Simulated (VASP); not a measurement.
# ScAl2N3 (P3m1) in VASP: single point with PBE

Aim: the single point of ScAl2N3 with PBE.

Everything below comes from runs of VASP 6.6.1. Logs are shortened: lines on timing, memory, paths and dates and some standing lists are left out, and cuts for length are marked.

**1. The cell of the first run**

Symmetry: P3m1, No. 156, trigonal system. The conventional cell has a = 3.216 Å, b = 3.216 Å, c = 8.002 Å, α = 90.00°, β = 90.00°, γ = 120.00°. Sc (site symmetry 3m) has 4 N at 2.03 to 2.15 Å within 2.7 Å. Within 2.5 Å of Al (site symmetry 3m) lie 4 N at 1.90 to 1.95 Å. Al (site symmetry 3m) has 4 N at 1.91 to 1.95 Å within 2.5 Å. Within 2.5 Å of N (site symmetry 3m) lie 4 Al at 1.91 to 1.95 Å. N (site symmetry 3m) has 3 Al at 1.95 Å and 1 Sc at 2.15 Å within 2.6 Å. N (site symmetry 3m) has 1 Al at 1.90 Å and 3 Sc at 2.03 Å within 2.5 Å.

**2. Single point, PBE**

POSCAR

```
ScAl2N3
1.0
    3.2156940082      0.0000000000      0.0000000000
   -1.6078470041      2.7848727019      0.0000000000
    0.0000000000      0.0000000000      8.0022546913
Sc Al N
1 2 3
Direct
    0.3333333333      0.6666666667      0.6670361220
    0.0000000000      0.0000000000      0.0080989878
    0.6666666667      0.3333333333      0.3223967577
    0.6666666667      0.3333333333      0.0833888600
    0.3333333333      0.6666666667      0.3988153081
    0.0000000000      0.0000000000      0.7702639643
```

INCAR.step1

```
PREC = Accurate
ENCUT = 520
EDIFF = 1E-6
ISMEAR = 0
SIGMA = 0.02
LREAL = False
LASPH = True
NELM = 100
ALGO = Normal
ISIF = 2
LWAVE = False
LCHARG = True
LMAXMIX = 4
GGA = PE
NBANDS = 25
```

KPOINTS.step1

```
regular mesh
0
Gamma
  12 12 4
```

INCAR.step2

```
PREC = Accurate
ENCUT = 520
EDIFF = 1E-6
ISMEAR = -5
SIGMA = 0.02
LREAL = False
LASPH = True
NELM = 100
ALGO = Normal
ISIF = 2
LWAVE = False
LCHARG = False
LMAXMIX = 4
GGA = PE
LORBIT = 11
NEDOS = 1001
ICHARG = 11
```

KPOINTS.step2

```
regular mesh
0
Gamma
  18 18 6
```

Potentials or basis: VASP PAW PBE potentials, release 64 (Sc_sv, Al, N).

Started as:

```bash
> cat potpaw_PBE.64/Sc_sv/POTCAR potpaw_PBE.64/Al/POTCAR potpaw_PBE.64/N/POTCAR > POTCAR
> cp INCAR.step1 INCAR
> cp KPOINTS.step1 KPOINTS
> mpirun -np 1 vasp_std > vasp.out
> cp INCAR.step2 INCAR
> cp KPOINTS.step2 KPOINTS
> mpirun -np 1 vasp_std > vasp.out
```

OUTCAR:

```text
PREC = Accurate
   ENCUT = 520
   EDIFF = 1E-6
   ISMEAR = -5
   LREAL = False
   LASPH = True
   NELM = 100
   ISIF = 2
   GGA = PE
   LORBIT = 11
   ICHARG = 11

 ion  position               nearest neighbor table
   1  0.333  0.667  0.667-   6 2.03   6 2.03   6 2.03   5 2.15   2 3.30   2 3.30   2 3.30   3 3.32
                             3 3.32   3 3.32
   2  0.000  0.000  0.008-   6 1.90   4 1.95   4 1.95   4 1.95   3 3.13   3 3.13   3 3.13   1 3.30
                             1 3.30   1 3.30
   3  0.667  0.333  0.322-   4 1.91   5 1.95   5 1.95   5 1.95   2 3.13   2 3.13   2 3.13   1 3.32
                             1 3.32   1 3.32
   4  0.667  0.333  0.083-   3 1.91   2 1.95   2 1.95   2 1.95
   5  0.333  0.667  0.399-   3 1.95   3 1.95   3 1.95   1 2.15
   6  0.000  0.000  0.770-   2 1.90   1 2.03   1 2.03   1 2.03

  LATTYP: Found a hexagonal cell.
 ALAT       =     3.2156940082
 C/A-ratio  =     2.4885000472

  Lattice vectors:

 A1 = (   3.2156940082,   0.0000000000,   0.0000000000)
 A2 = (  -1.6078470041,   2.7848727019,   0.0000000000)
 A3 = (   0.0000000000,   0.0000000000,   8.0022546913)

Analysis of symmetry for initial positions (statically):
=====================================================================
 Subroutine PRICEL returns:
 Original cell was already a primitive cell.

 Routine SETGRP: Setting up the symmetry group for a
 hexagonal supercell.

 Subroutine GETGRP returns: Found  6 space group operations
 (whereof  6 operations were pure point group operations)
 out of a pool of 24 trial point group operations.

The static configuration has the point symmetry C_3v.

Analysis of symmetry for dynamics (positions and initial velocities):
=====================================================================
 Subroutine PRICEL returns:
 Original cell was already a primitive cell.

 Routine SETGRP: Setting up the symmetry group for a
 hexagonal supercell.

 Subroutine GETGRP returns: Found  6 space group operations
 (whereof  6 operations were pure point group operations)
 out of a pool of 24 trial point group operations.

The dynamic configuration has the point symmetry C_3v.

 Subroutine INISYM returns: Found  6 space group operations
 (whereof  6 operations are pure point group operations),
 and found     1 'primitive' translations

----------------------------------------------------------------------------------------

                                     Primitive cell

  volume of cell :      71.6626

  direct lattice vectors                    reciprocal lattice vectors
     3.215694008  0.000000000  0.000000000     0.310974862  0.179541420  0.000000000
    -1.607847004  2.784872702  0.000000000     0.000000000  0.359082840  0.000000000
     0.000000000  0.000000000  8.002254691     0.000000000  0.000000000  0.124964780

  length of vectors
     3.215694008  3.215694008  8.002254691     0.359082840  0.359082840  0.124964780

  position of ions in fractional coordinates (direct lattice)
     0.333333333  0.666666667  0.667036122
     0.000000000  0.000000000  0.008098988
     0.666666667  0.333333333  0.322396758
     0.666666667  0.333333333  0.083388860
     0.333333333  0.666666667  0.398815308
     0.000000000  0.000000000  0.770263964

  ion indices of the primitive-cell ions
   primitive index   ion index
                 1           1
                 2           2
                 3           3
                 4           4
                 5           5
                 6           6

----------------------------------------------------------------------------------------

 KPOINTS: regular mesh

Automatic generation of k-mesh.
 Grid dimensions read from file:
 generate k-points for:   18   18    6

 Generating k-lattice:

  Cartesian coordinates                     Fractional coordinates (reciprocal lattice)
     0.017276381  0.009974523  0.000000000     0.055555556  0.000000000  0.000000000
     0.000000000  0.019949047  0.000000000     0.000000000  0.055555556  0.000000000
     0.000000000  0.000000000  0.020827463     0.000000000  0.000000000  0.166666667

  Length of vectors
     0.019949047  0.019949047  0.020827463

  Shift w.r.t. Gamma in fractional coordinates (k-lattice)
     0.000000000  0.000000000  0.000000000

 TETIRR: Found   2825 inequivalent tetrahedra from    11664

 Subroutine IBZKPT returns following result:
 ===========================================

 Found    202 irreducible k-points:

 Following reciprocal coordinates:
            Coordinates               Weight
  0.000000  0.000000  0.000000      1.000000
  0.055556  0.000000  0.000000      6.000000
  0.111111  0.000000  0.000000      6.000000
  0.166667  0.000000  0.000000      6.000000
  0.222222  0.000000  0.000000      6.000000
  0.277778  0.000000  0.000000      6.000000
[... 16 lines left out ...]
  0.333333  0.111111  0.000000     12.000000
  0.388889  0.111111  0.000000     12.000000
 [... further k-points ...]
   k-points           NKPTS =    202   k-points in BZ     NKDIM =    202   number of bands    NBANDS=     20
   number of dos      NEDOS =   1001   number of ions     NIONS =      6
   total plane-waves  NPLWV =  34560
   dimension x,y,z NGX =    24 NGY =   24 NGZ =   60
   dimension x,y,z NGXF=    48 NGYF=   48 NGZF=  120
   ions per type =               1   2   3
   NGX,Y,Z   is equivalent  to a cutoff of  12.41, 12.41, 12.46 a.u.
   NGXF,Y,Z  is equivalent  to a cutoff of  24.82, 24.82, 24.93 a.u.
 SYSTEM =  unknown system
   PREC   = accura    normal or accurate (medium, high low for compatibility)
   ISTART =      0    job   : 0-new  1-cont  2-samecut
   ICHARG =     11    charge: 1-file 2-atom 10-const
   ISPIN  =      1    spin polarized calculation?
   LNONCOLLINEAR =      F non collinear calculations
   LSORBIT =      F    spin-orbit coupling
   LASPH  =      T    aspherical Exc in radial PAW
   ENCUT  =  520.0 eV  38.22 Ry    6.18 a.u.   5.98  5.98 14.88*2*pi/ulx,y,z
   NELM   =    100;   NELMIN=  2; NELMDL=  0     # of ELM steps
   EDIFF  = 0.1E-05   stopping-criterion for ELM
   LREAL  =      F    real-space projection
   EDIFFG = 0.1E-04   stopping-criterion for IOM
   NSW    =      0    number of steps for IOM
   IBRION =     -1    ionic relax: 0-MD 1-quasi-New 2-CG
   NFREE  =      0    steps in history (QN), initial steepest desc. (CG)
   ISIF   =      2    stress and relaxation
   ISYM   =      2    0-nonsym 1-usesym 2-fastsym
   POTIM  = 0.5000    time-step for ionic-motion
   TEBEG  =    0.0;   TEEND  =   0.0 temperature during run
   PSTRESS=    0.0 pullay stress
   NELECT =      32.0000    total number of electrons
   NUPDOWN=      -1.0000    fix difference up-down
   EMIN   =  10.00;   EMAX   =-10.00  energy-range for DOS
   EFERMI =   0.00;   METHOD = LEGACY
   ISMEAR =    -5;   SIGMA  =   0.02  broadening in eV -4-tet -1-fermi 0-gaus
   EFERMI_NEDOS =   21; number of points for ismear=-14 and -15
   IALGO  =     38    algorithm
   IMIX   =      4    mixing-type and parameters
     AMIX     =   0.40;   BMIX     =  1.00
     AMIX_MAG =   1.60;   BMIX_MAG =  1.00
  volume/ion in A,a.u.               =      11.94        80.60
  Fermi-wavevector in a.u.,A,eV,Ry     =   1.251298  2.364610 21.303270  1.565746
  Thomas-Fermi vector in A             =   2.385252
   LORBIT       =     11    0 simple, 1 ext, 2 COOP (PROOUT), +10 PAW based schemes
   GGA     = PE    functional components
   LHFCALC =     F    Hartree Fock is set to
   AEXX    =    0.0000 exact exchange contribution
   IVDW    =     0    specifies the selected vdW correction
   LEPSILON=     F    determine dielectric tensor
   LRPA    =     F    only Hartree local field effects (RPA)
 non-spin polarized calculation
 Fermi weights with tetrahedron method with Bloechl corrections
  energy-cutoff  :      520.00
  volume of cell :       71.66
 maximum number of plane-waves:      1962

 number of electron      32.0000004 magnetization

 Free energy of the ion-electron system (eV)
  ---------------------------------------------------
  ext. energy  EPLUGINS =         0.00000000
  ---------------------------------------------------
  free energy    TOTEN  =       -46.94192767 eV

  energy without entropy =      -46.94192767  energy(sigma->0) =      -46.94192767

 E-fermi :   4.4561     XC(G=0): -10.6804

 val. band max:        4.4535038958   @ k =   0.3333   0.3333   0.0000
 cond. band min:       7.3817851443   @ k =   0.5000   0.0000   0.0000
 fundamental gap:      2.9282812486
 Fermi energy:         4.4560522099

 k-point     1 :       0.0000    0.0000    0.0000
  band No.  band energies     occupation
      1     -42.3162      2.00000
      2     -21.0782      2.00000
      3     -20.8560      2.00000
      4     -20.8560      2.00000
      5      -9.6061      2.00000
      6      -8.3856      2.00000
[... 12 lines left out ...]
     19       9.6724      0.00000
     20      10.1180      0.00000

 k-point     2 :       0.0556    0.0000    0.0000
  band No.  band energies     occupation
      1     -42.3144      2.00000
      2     -21.0761      2.00000
      3     -20.8720      2.00000
      4     -20.8594      2.00000
      5      -9.5716      2.00000
      6      -8.3605      2.00000
[... 12 lines left out ...]
     19       9.6629      0.00000
     20      10.1670      0.00000
[... 465 lines left out ...]
      3     -20.9916      2.00000
      4     -20.9794      2.00000
      5      -8.2453      2.00000
      6      -7.5555      2.00000
[... 12 lines left out ...]
     19      10.1155      0.00000
     20      10.5031      0.00000

 k-point    24 :       0.3889    0.1111    0.0000
  band No.  band energies     occupation
      1     -42.2543      2.00000
      2     -21.3623      2.00000
      3     -21.0020      2.00000
      4     -20.9746      2.00000
      5      -8.0542      2.00000
      6      -7.5002      2.00000
[... 12 lines left out ...]
     19       9.9865      0.00000
     20      10.4893      0.00000

 [... further k-points ...]

------------------------ aborting loop because EDIFF is reached ----------------------------------------

  FORCE on cell =-STRESS in cart. coord.  units (eV):
  Direction    XX          YY          ZZ          XY          YZ          ZX
  --------------------------------------------------------------------------------------
  -------------------------------------------------------------------------------------
  Total        0.0697287      0.0697287      0.0994331     -0.0000000      0.0000000      0.0000000
  in kB        1.5589414      1.5589414      2.2230495     -0.0000000      0.0000000      0.0000000
  external PRESSURE =       1.7803108 kB  Pullay stress =       0.0000000 kB

 VOLUME and BASIS-vectors are now :
 -----------------------------------------------------------------------------
  energy-cutoff  :      520.00
  volume of cell :       71.66
      direct lattice vectors                 reciprocal lattice vectors
     3.215694008  0.000000000  0.000000000     0.310974862  0.179541420  0.000000000
    -1.607847004  2.784872702  0.000000000     0.000000000  0.359082840  0.000000000
     0.000000000  0.000000000  8.002254691     0.000000000  0.000000000  0.124964780

 POSITION                                       TOTAL-FORCE (eV/Angst)
 -----------------------------------------------------------------------------------
     -0.00000      1.85658      5.33779         0.000000     -0.000000     -0.037057
      0.00000      0.00000      0.06481         0.000000     -0.000000      0.005052
      1.60785      0.92829      2.57990        -0.000000     -0.000000      0.005713
      1.60785      0.92829      0.66730         0.000000     -0.000000     -0.004641
     -0.00000      1.85658      3.19142        -0.000000      0.000000     -0.056315
      0.00000      0.00000      6.16385         0.000000     -0.000000      0.087248
 -----------------------------------------------------------------------------------
    total drift:                                0.002301     -0.001329      0.000810

  FREE ENERGIE OF THE ION-ELECTRON SYSTEM (eV)
  ---------------------------------------------------
  free  energy   TOTEN  =       -46.9419276690 eV

  energy  without entropy=      -46.9419276690  energy(sigma->0) =      -46.94192767

 total charge

# of ion       s       p       d       tot
------------------------------------------
    1        2.276   6.268   1.305   9.849
    2        0.356   0.403   0.000   0.759
    3        0.358   0.405   0.000   0.763
    4        1.220   2.574   0.000   3.794
    5        1.227   2.536   0.000   3.763
    6        1.257   2.554   0.000   3.811
--------------------------------------------------
tot          6.695  14.740   1.305  22.740
```

Run time: 3.5 min. Hardware: 1 thread of AMD EPYC 7R13 (Zen 3), shared host; peak memory 0.37 GiB.

Results:

```
Valence electrons inside the program's atomic spheres : Sc 9.85; Al 0.76; N 3.79, 3.76, 3.81
```
